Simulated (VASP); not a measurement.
Input of a VASP 6.6.1 run:

The input INCAR:

```
  ALGO = Normal
  EDIFF = 1E-6
  ENCUT = 600
  GGA = PS
  GGA_COMPAT = False
  ISIF = 2
  ISMEAR = 0
  LASPH = True
  LCHARG = False
  LREAL = False
  LWAVE = False
  NBANDS = 11
  NELM = 120
  PREC = Accurate
  SIGMA = 0.01
```

File KPOINTS:

```
k-points
0
Gamma
  6 6 6
```

The input POSCAR:

```
SiC
1.0
   -0.0102284112      2.1668742926      2.1865184792
    2.1668742926     -0.0102284112      2.1865184792
    2.1566458813      2.1566458813      0.0000000000
Si C
1 1
Direct
   -0.0004814927     -0.0004814927      0.0004814927
    0.2504814927      0.2504814927      0.2495185073
```

Potentials or basis: VASP PAW PBE potentials, release 64 (Si, C).

Command:

```console
$ cat potpaw_PBE.64/Si/POTCAR potpaw_PBE.64/C/POTCAR > POTCAR
$ mpirun -np 1 vasp_std > vasp.out
```

Question: What does it give for the pressure?

Answer: 1.8 GPa.

Question: Estimate the band gap on the k mesh.

Answer: 1.12 eV, indirect (least direct gap 4.35 eV).

Stress tensor (GPa, compression positive):
```
2.60 2.36 0.00
2.36 2.60 0.00
0.00 0.00 0.27
```

Caveat: the PAW data sets were made with another functional, which shifts forces and pressure a little. A k mesh can miss the band edges.
